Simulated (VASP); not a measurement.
# MoS2 (P-3m1) in VASP: single point with PBEsol

Aim: the single point of MoS2 with PBEsol.

Everything below comes from runs of VASP 6.6.1. Logs are shortened: lines on timing, memory, paths and dates and some standing lists are left out, and cuts for length are marked.

### Step 1. The cell of the first run

The structure is trigonal, space group P-3m1 (No. 164). The conventional cell has a = 3.227 Å, b = 3.227 Å, c = 6.312 Å, α = 90.00°, β = 90.00°, γ = 120.00°. Mo (site symmetry -3m) has 6 S at 2.42 Å and 6 Mo at 3.23 Å within 3.3 Å. S (site symmetry 3m) has 3 Mo at 2.42 Å and 6 S at 3.23 Å within 3.3 Å.

### Step 2. Single point, PBEsol

The input, INCAR:

```
SYSTEM = MoS2
PREC = Accurate ; ENCUT = 520
EDIFF = 1E-6 ; ISMEAR = -1
SIGMA = 0.1 ; LREAL = .FALSE.
LASPH = .TRUE. ; NELM = 80
ALGO = Normal ; ISIF = 2
LWAVE = .FALSE. ; LCHARG = .FALSE.
GGA = PS ; NBANDS = 20
```

The input, KPOINTS:

```
regular mesh
0
G
  11 11 5
  0 0 0
```

The input, POSCAR:

```
MoS2
1.0
    3.2274645600      0.0000000000      0.0000000000
   -1.6137322800      2.7950663000      0.0000000000
    0.0000000000      0.0000000000      6.3124734200
Mo S
1 2
Direct
    0.0000000000      0.0000000000      0.5000000000
    0.3333333333      0.6666666667      0.2553193200
    0.6666666667      0.3333333333      0.7446806800
```

Potentials or basis: VASP PAW PBE potentials, release 64 (Mo_sv, S).

Launch:

```console
$ cat potpaw_PBE.64/Mo_sv/POTCAR potpaw_PBE.64/S/POTCAR > POTCAR
$ mpirun -np 1 vasp_std > vasp.out
```

OUTCAR:

```text
SYSTEM = MoS2
   PREC = Accurate
   ENCUT = 520
   EDIFF = 1E-6
   ISMEAR = -1
   LREAL = .FALSE.
   LASPH = .TRUE.
   NELM = 80
   ISIF = 2
   GGA = PS

 ion  position               nearest neighbor table
   1  0.000  0.000  0.500-   2 2.42   3 2.42   3 2.42   2 2.42   3 2.42   2 2.42
   2  0.333  0.667  0.255-   1 2.42   1 2.42   1 2.42
   3  0.667  0.333  0.745-   1 2.42   1 2.42   1 2.42

  LATTYP: Found a hexagonal cell.
 ALAT       =     3.2274645600
 C/A-ratio  =     1.9558614208

  Lattice vectors:

 A1 = (   3.2274645600,   0.0000000000,   0.0000000000)
 A2 = (  -1.6137322800,   2.7950663000,   0.0000000000)
 A3 = (   0.0000000000,   0.0000000000,   6.3124734200)

Analysis of symmetry for initial positions (statically):
=====================================================================
 Subroutine PRICEL returns:
 Original cell was already a primitive cell.

 Routine SETGRP: Setting up the symmetry group for a
 hexagonal supercell.

 Subroutine GETGRP returns: Found 12 space group operations
 (whereof 12 operations were pure point group operations)
 out of a pool of 24 trial point group operations.

The static configuration has the point symmetry D_3d.

Analysis of symmetry for dynamics (positions and initial velocities):
=====================================================================
 Subroutine PRICEL returns:
 Original cell was already a primitive cell.

 Routine SETGRP: Setting up the symmetry group for a
 hexagonal supercell.

 Subroutine GETGRP returns: Found 12 space group operations
 (whereof 12 operations were pure point group operations)
 out of a pool of 24 trial point group operations.

The dynamic configuration has the point symmetry D_3d.

 Subroutine INISYM returns: Found 12 space group operations
 (whereof 12 operations are pure point group operations),
 and found     1 'primitive' translations

----------------------------------------------------------------------------------------

                                     Primitive cell

  volume of cell :      56.9447

  direct lattice vectors                    reciprocal lattice vectors
     3.227464560  0.000000000  0.000000000     0.309840738  0.178886633  0.000000000
    -1.613732280  2.795066300  0.000000000     0.000000000  0.357773266  0.000000000
     0.000000000  0.000000000  6.312473420     0.000000000  0.000000000  0.158416509

  length of vectors
     3.227464560  3.227464561  6.312473420     0.357773267  0.357773266  0.158416509

  position of ions in fractional coordinates (direct lattice)
     0.000000000  0.000000000  0.500000000
     0.333333333  0.666666667  0.255319320
     0.666666667  0.333333333  0.744680680

  ion indices of the primitive-cell ions
   primitive index   ion index
                 1           1
                 2           2
                 3           3

----------------------------------------------------------------------------------------

 KPOINTS: regular mesh

Automatic generation of k-mesh.
 Grid dimensions read from file:
 generate k-points for:   11   11    5

 Generating k-lattice:

  Cartesian coordinates                     Fractional coordinates (reciprocal lattice)
     0.028167340  0.016262421  0.000000000     0.090909091 -0.000000000  0.000000000
     0.000000000  0.032524842  0.000000000     0.000000000  0.090909091  0.000000000
     0.000000000  0.000000000  0.031683302     0.000000000  0.000000000  0.200000000

  Length of vectors
     0.032524842  0.032524842  0.031683302

  Shift w.r.t. Gamma in fractional coordinates (k-lattice)
     0.000000000  0.000000000  0.000000000

 Subroutine IBZKPT returns following result:
 ===========================================

 Found     68 irreducible k-points:

 Following reciprocal coordinates:
            Coordinates               Weight
  0.000000  0.000000  0.000000      1.000000
  0.090909  0.000000  0.000000      6.000000
  0.181818  0.000000  0.000000      6.000000
  0.272727  0.000000  0.000000      6.000000
  0.363636  0.000000  0.000000      6.000000
  0.454545 -0.000000  0.000000      6.000000
[... 16 lines left out ...]
  0.000000  0.272727  0.200000      6.000000
  0.363636  0.000000  0.200000      6.000000
 [... further k-points ...]
   k-points           NKPTS =     68   k-points in BZ     NKDIM =     68   number of bands    NBANDS=     20
   number of dos      NEDOS =    301   number of ions     NIONS =      3
   total plane-waves  NPLWV =  27648
   dimension x,y,z NGX =    24 NGY =   24 NGZ =   48
   dimension x,y,z NGXF=    48 NGYF=   48 NGZF=   96
   ions per type =               1   2
   NGX,Y,Z   is equivalent  to a cutoff of  12.36, 12.36, 12.64 a.u.
   NGXF,Y,Z  is equivalent  to a cutoff of  24.72, 24.72, 25.28 a.u.
 SYSTEM =  MoS2
   PREC   = accura    normal or accurate (medium, high low for compatibility)
   ISTART =      0    job   : 0-new  1-cont  2-samecut
   ICHARG =      2    charge: 1-file 2-atom 10-const
   ISPIN  =      1    spin polarized calculation?
   LNONCOLLINEAR =      F non collinear calculations
   LSORBIT =      F    spin-orbit coupling
   LASPH  =      T    aspherical Exc in radial PAW
   ENCUT  =  520.0 eV  38.22 Ry    6.18 a.u.   6.00  6.00 11.74*2*pi/ulx,y,z
   NELM   =     80;   NELMIN=  2; NELMDL= -5     # of ELM steps
   EDIFF  = 0.1E-05   stopping-criterion for ELM
   LREAL  =      F    real-space projection
   EDIFFG = 0.1E-04   stopping-criterion for IOM
   NSW    =      0    number of steps for IOM
   IBRION =     -1    ionic relax: 0-MD 1-quasi-New 2-CG
   NFREE  =      0    steps in history (QN), initial steepest desc. (CG)
   ISIF   =      2    stress and relaxation
   ISYM   =      2    0-nonsym 1-usesym 2-fastsym
   POTIM  = 0.5000    time-step for ionic-motion
   TEBEG  =    0.0;   TEEND  =   0.0 temperature during run
   PSTRESS=    0.0 pullay stress
   NELECT =      26.0000    total number of electrons
   NUPDOWN=      -1.0000    fix difference up-down
   EMIN   =  10.00;   EMAX   =-10.00  energy-range for DOS
   EFERMI =   0.00;   METHOD = LEGACY
   ISMEAR =    -1;   SIGMA  =   0.10  broadening in eV -4-tet -1-fermi 0-gaus
   EFERMI_NEDOS =   21; number of points for ismear=-14 and -15
   IALGO  =     38    algorithm
   IMIX   =      4    mixing-type and parameters
     AMIX     =   0.40;   BMIX     =  1.00
     AMIX_MAG =   1.60;   BMIX_MAG =  1.00
  volume/ion in A,a.u.               =      18.98       128.09
  Fermi-wavevector in a.u.,A,eV,Ry     =   1.260612  2.382212 21.621610  1.589144
  Thomas-Fermi vector in A             =   2.394113
   LORBIT       =      0    0 simple, 1 ext, 2 COOP (PROOUT), +10 PAW based schemes
   GGA     = PS    functional components
   LHFCALC =     F    Hartree Fock is set to
   AEXX    =    0.0000 exact exchange contribution
   IVDW    =     0    specifies the selected vdW correction
   LEPSILON=     F    determine dielectric tensor
   LRPA    =     F    only Hartree local field effects (RPA)
 non-spin polarized calculation
  energy-cutoff  :      520.00
  volume of cell :       56.94
 maximum number of plane-waves:      1557
   NGX = 13   NGY = 13   NGZ = 23

 number of electron      26.0000001 magnetization

 Free energy of the ion-electron system (eV)
  ---------------------------------------------------
  ext. energy  EPLUGINS =         0.00000000
  ---------------------------------------------------
  free energy    TOTEN  =       -22.58696086 eV

  energy without entropy =      -22.54150856  energy(sigma->0) =      -22.56423471

 E-fermi :   6.8383     XC(G=0): -10.6249

 val. band max:        6.8195950953   @ k =   0.3636   0.2727   0.4000
 cond. band min:       6.8487942003   @ k =   0.2727   0.2727   0.4000
 fundamental gap:      0.0291991049
 Fermi energy:         6.8382769208

 k-point     1 :       0.0000    0.0000    0.0000
  band No.  band energies     occupation
      1     -54.8561      2.00000
      2     -28.9223      2.00000
      3     -28.8877      2.00000
      4     -28.8877      2.00000
      5      -7.9859      2.00000
      6      -6.5224      2.00000
[... 12 lines left out ...]
     19      12.9040      0.00000
     20      16.3853      0.00000

 k-point     2 :       0.0909    0.0000    0.0000
  band No.  band energies     occupation
      1     -54.8536      2.00000
      2     -28.9173      2.00000
      3     -28.9142      2.00000
      4     -28.8938      2.00000
      5      -7.8604      2.00000
      6      -6.4959      2.00000
[... 12 lines left out ...]
     19      13.4656      0.00000
     20      15.9913      0.00000

 k-point     3 :       0.1818    0.0000    0.0000
  band No.  band energies     occupation
      1     -54.8469      2.00000
      2     -28.9852      2.00000
      3     -28.9101      2.00000
      4     -28.9031      2.00000
      5      -7.5061      2.00000
      6      -6.4214      2.00000
[... 12 lines left out ...]
     19      14.4073      0.00000
     20      15.7385      0.00000

 k-point     4 :       0.2727    0.0000    0.0000
  band No.  band energies     occupation
      1     -54.8380      2.00000
      2     -29.0768      2.00000
      3     -28.9314      2.00000
      4     -28.8847      2.00000
      5      -7.0009      2.00000
      6      -6.3039      2.00000
[... 12 lines left out ...]
     19      14.2017      0.00000
     20      14.8457      0.00000

 k-point     5 :       0.3636    0.0000    0.0000
  band No.  band energies     occupation
      1     -54.8299      2.00000
      2     -29.1598      2.00000
      3     -28.9508      2.00000
      4     -28.8678      2.00000
      5      -6.5531      2.00000
      6      -6.0830      2.00000
[... 12 lines left out ...]
     19      13.6585      0.00000
     20      14.6363      0.00000
[... 353 lines left out ...]
      6      -6.5085      2.00000
[... 12 lines left out ...]
     19      14.6721      0.00000
     20      16.0953      0.00000

 k-point    22 :       0.2727    0.0000    0.2000
  band No.  band energies     occupation
      1     -54.8380      2.00000
      2     -29.0768      2.00000
      3     -28.9314      2.00000
      4     -28.8847      2.00000
      5      -6.9871      2.00000
      6      -6.3170      2.00000
[... 12 lines left out ...]
     19      13.7879      0.00000
     20      15.6607      0.00000

 k-point    23 :       0.0000    0.2727    0.2000
  band No.  band energies     occupation
      1     -54.8380      2.00000
      2     -29.0768      2.00000
      3     -28.9314      2.00000
      4     -28.8847      2.00000
      5      -6.9284      2.00000
      6      -6.3965      2.00000
[... 12 lines left out ...]
     19      14.5812      0.00000
     20      14.9480      0.00000

 k-point    24 :       0.3636    0.0000    0.2000
  band No.  band energies     occupation
      1     -54.8299      2.00000
      2     -29.1598      2.00000
      3     -28.9508      2.00000
      4     -28.8678      2.00000
      5      -6.6008      2.00000
      6      -6.0173      2.00000
[... 12 lines left out ...]
     19      13.2568      0.00000
     20      15.9114      0.00000

 [... further k-points ...]

------------------------ aborting loop because EDIFF is reached ----------------------------------------

  FORCE on cell =-STRESS in cart. coord.  units (eV):
  Direction    XX          YY          ZZ          XY          YZ          ZX
  --------------------------------------------------------------------------------------
  -------------------------------------------------------------------------------------
  Total       -1.5943715     -1.5943715     -0.3022242      0.0000000      0.0000000      0.0000000
  in kB      -44.8587271    -44.8587272     -8.5032825      0.0000000      0.0000000      0.0000000
  external PRESSURE =     -32.7402456 kB  Pullay stress =       0.0000000 kB

 VOLUME and BASIS-vectors are now :
 -----------------------------------------------------------------------------
  energy-cutoff  :      520.00
  volume of cell :       56.94
      direct lattice vectors                 reciprocal lattice vectors
     3.227464560  0.000000000  0.000000000     0.309840738  0.178886633  0.000000000
    -1.613732280  2.795066300  0.000000000     0.000000000  0.357773266  0.000000000
     0.000000000  0.000000000  6.312473420     0.000000000  0.000000000  0.158416509

 POSITION                                       TOTAL-FORCE (eV/Angst)
 -----------------------------------------------------------------------------------
      0.00000      0.00000      3.15624         0.000000      0.000000     -0.000000
     -0.00000      1.86338      1.61170         0.000000      0.000000     -0.020818
      1.61373      0.93169      4.70078        -0.000000     -0.000000      0.020818
 -----------------------------------------------------------------------------------
    total drift:                                0.000000     -0.000000      0.000000

  FREE ENERGIE OF THE ION-ELECTRON SYSTEM (eV)
  ---------------------------------------------------
  free  energy   TOTEN  =       -22.5869608595 eV

  energy  without entropy=      -22.5415085625  energy(sigma->0) =      -22.56423471
```

It took 45 s on 1 thread of Intel Xeon Platinum 8488C (Sapphire Rapids), shared host; peak memory 0.21 GiB.

Results:

```yaml
Free_energy: -22.5870 eV
Pressure: -3.3 GPa
Largest_force: 0.021 eV/Å
Band_gap_on_the_k_mesh: zero (bands 13 and 14 overlap by 0.68 eV)
```

Forces in eV/Å, atoms in the order of the input:
```
Mo   0.000  0.000  0.000
S    0.000  0.000 -0.021
S    0.000  0.000  0.021
```

Stress tensor (GPa, compression positive):
```
-4.49  0.00  0.00
 0.00 -4.49  0.00
 0.00  0.00 -0.85
```

Caveat: the cell stands under tension; the PAW data sets were made with another functional, which shifts forces and pressure a little; this functional lacks dispersion, which binds the layers, so the pressure and a relaxed spacing across them are unreliable.
